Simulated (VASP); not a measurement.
Set up this calculation in VASP 6.6.1, as the native input.

- Task: relaxation of cell and atoms
- Functional: PBE
- Potentials or basis: VASP PAW PBE potentials, release 64 (Al, Cu)
- Cutoff: 600 eV
- k mesh: 4 × 4 × 4
- Occupations: gaussian, width 0.1 eV
- Spin: no spin polarisation
- Dipole correction: no
- Further INCAR settings: ALGO = Normal; EDIFF = 1e-07; IBRION = 2; EDIFFG = -0.04; NSW = 90; ISIF = 3

The structure of Al7Cu lies in POSCAR:

```
Al7Cu
1.0
    5.4136110500      0.0000000000      0.0000000000
    0.0000000000      5.4136110500      0.0000000000
    0.0000000000      0.0000000000      5.4136110500
Al Cu
7 1
Direct
    0.2526152100      0.2526152100      0.2526152100
    0.0000000000      0.5000000000      0.5000000000
    0.5000000000      0.5000000000      0.0000000000
    0.5000000000      0.0000000000      0.5000000000
    0.7473847900      0.2526152100      0.7473847900
    0.7473847900      0.7473847900      0.2526152100
    0.2526152100      0.7473847900      0.7473847900
    0.0000000000      0.0000000000      0.0000000000
```

The cell was built from a structure type or drawn by symmetry, and may not be a known phase.

These files were run (other wordings do the same):

INCAR

```
PREC = Accurate ; ENCUT = 600
EDIFF = 1E-7 ; ISMEAR = 0
SIGMA = 0.1 ; LREAL = F
LASPH = T ; NELM = 80
ALGO = Normal ; ISIF = 3
LWAVE = F ; LCHARG = F
GGA = PE ; IBRION = 2
NSW = 90 ; EDIFFG = -0.04
```

KPOINTS

```
Automatic mesh
0
Gamma
  4 4 4
```

Potentials or basis: VASP PAW PBE potentials, release 64 (Al, Cu).

Launch:

```bash
$ cat potpaw_PBE.64/Al/POTCAR potpaw_PBE.64/Cu/POTCAR > POTCAR
$ mpirun -np 1 vasp_std > vasp.out
```

It gave:

The relaxed volume is 25.68 Å³/atom. The relaxed cell is a = 5.900 Å, b = 5.900 Å, c = 5.900 Å, α = 90.00°, β = 90.00°, γ = 90.00° and the space group after relaxing (to 0.1 Å) is P-43m (No. 215). The energy gained by relaxing is 374.4 meV/atom. The ionic steps are 9. The pressure after relaxing is 0.2 GPa and the band gap on the k mesh is zero (bands 16 and 17 overlap by 1.89 eV).

Caveat: the volume moved by over 15 % at a fixed basis, so the end points are rough.

It took 2.7 min on 1 thread of Intel(R) Xeon(R) 6975P-C (Granite Rapids), on a shared host, peak memory 0.34 GiB.
